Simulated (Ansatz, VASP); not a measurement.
**SiC: VASP beside Ansatz**

Contents of POSCAR:

```
SiC
1.0
    0.0000000000      1.9729609072      1.9729609072
    1.9729609072      0.0000000000      1.9729609072
    1.9729609072      1.9729609072      0.0000000000
Si C
1 1
Direct
    0.0000000000      0.0000000000      0.0000000000
    0.5000000000      0.5000000000      0.5000000000
```

INCAR.step1

```
  PREC = Accurate
  ENCUT = 660
  ISMEAR = -1
  SIGMA = 0.1
  LREAL = F
  LASPH = T
  NELM = 120
  NBANDS = 11
  GGA = PE
  ALGO = Normal
  EDIFF = 1E-5
  LWAVE = T
  LCHARG = F
  GGA_COMPAT = F
```

The input INCAR.step2:

```
  PREC = Accurate
  ENCUT = 660
  EDIFF = 1E-6
  ISMEAR = -1
  SIGMA = 0.1
  LREAL = F
  LASPH = T
  NELM = 120
  ALGO = Normal
  ISIF = 2
  LWAVE = F
  LCHARG = F
  METAGGA = R2SCAN
  LMIXTAU = T
  NBANDS = 11
  ISTART = 1
  GGA_COMPAT = F
```

Contents of KPOINTS:

```
Automatic mesh
0
Gamma
  17 17 17
```

Input for Ansatz:

```yaml
crystal:
  lattice:
    - [0.0, 1.9729609072, 1.9729609072]
    - [1.9729609072, 0.0, 1.9729609072]
    - [1.9729609072, 1.9729609072, 0.0]
  atoms:
    - { symbol: Si, position: [0.0, 0.0, 0.0] }
    - { symbol: C, position: [0.5, 0.5, 0.5] }
kpoints:
  mp_grid: { grid: [17, 17, 17] }
scf:
  occupations: { method: fermi_dirac, width: 0.1 }
hamiltonian:
  xc: r2scan
  pseudopotentials: { kind: paw }
output:
  forces: true
  stress: true
  eigenvalues: true
  populations: true
  write_density: true
  write_potential: true
  elf: true
  volumetric_format: npy
```

Change from the starting cell: volume scaled by 0.94, PAW files.

Alike in both runs: task single point; functional r2SCAN; k mesh 17 × 17 × 17; occupations fermi-dirac, width 0.1 eV; no spin polarisation.

|  | VASP | Ansatz |
| --- | --- | --- |
| version | VASP 6.6.1 | Ansatz 0.2.0 |
| potentials or method | VASP PAW PBE potentials, release 64 (Si, C) | PAW with Ansatz's default frozen-core files, scalar-relativistic |
| plane-wave cutoff (eV) | 660 | 500 |
| valence electrons in the cell | 8 | 8 |

|  | VASP | Ansatz | Ansatz less VASP |
| --- | --- | --- | --- |
| pressure (GPa) | 18.9 | 18.9 | -0.01 |

VASP's potentials were made for PBE, not for r2SCAN.
